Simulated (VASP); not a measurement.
Write the native input for VASP 6.6.1 that does the following.

```
Task                   : single point
Functional             : PBE
Potentials or basis    : VASP PAW PBE potentials, release 64 (C)
Cutoff                 : 520 eV
k mesh                 : 6 × 6 × 6
Occupations            : gaussian, width 0.01 eV
Spin                   : no spin polarisation
Dipole correction      : no
Further INCAR settings : ALGO = Normal; EDIFF = 1e-06; NBANDS = 26
```

The structure of C lies in POSCAR:

```
C
1.0
    3.5716976043      0.0000000000      0.0000000000
    0.0000000000      3.5716976043      0.0000000000
    0.0000000000      0.0000000000      3.5716976043
C
8
Direct
    0.0000000000      0.0000000000      0.0000000000
    0.0000000000      0.5000000000      0.5000000000
    0.5000000000      0.0000000000      0.5000000000
    0.5000000000      0.5000000000      0.0000000000
    0.2500000000      0.2500000000      0.2500000000
    0.2500000000      0.7500000000      0.7500000000
    0.7500000000      0.2500000000      0.7500000000
    0.7500000000      0.7500000000      0.2500000000
```

One way to write it, as run:

INCAR

```
PREC = Accurate
ENCUT = 520
EDIFF = 1E-6
ISMEAR = 0
SIGMA = 0.01
LREAL = False
LASPH = True
NELM = 60
ALGO = Normal
ISIF = 2
LWAVE = False
LCHARG = False
GGA = PE
NBANDS = 26
```

KPOINTS

```
Automatic mesh
0
Gamma
  6 6 6
```

Potentials or basis: VASP PAW PBE potentials, release 64 (C).

Run with:

```console
$ cat potpaw_PBE.64/C/POTCAR > POTCAR
$ mpirun -np 1 vasp_std > vasp.out
```

Results of the run:

The pressure is 0.6 GPa and the band gap on the k mesh is 4.14 eV.

It took 17 s on 1 thread of Intel Xeon 6975P-C (shared host), peak memory 0.15 GiB.
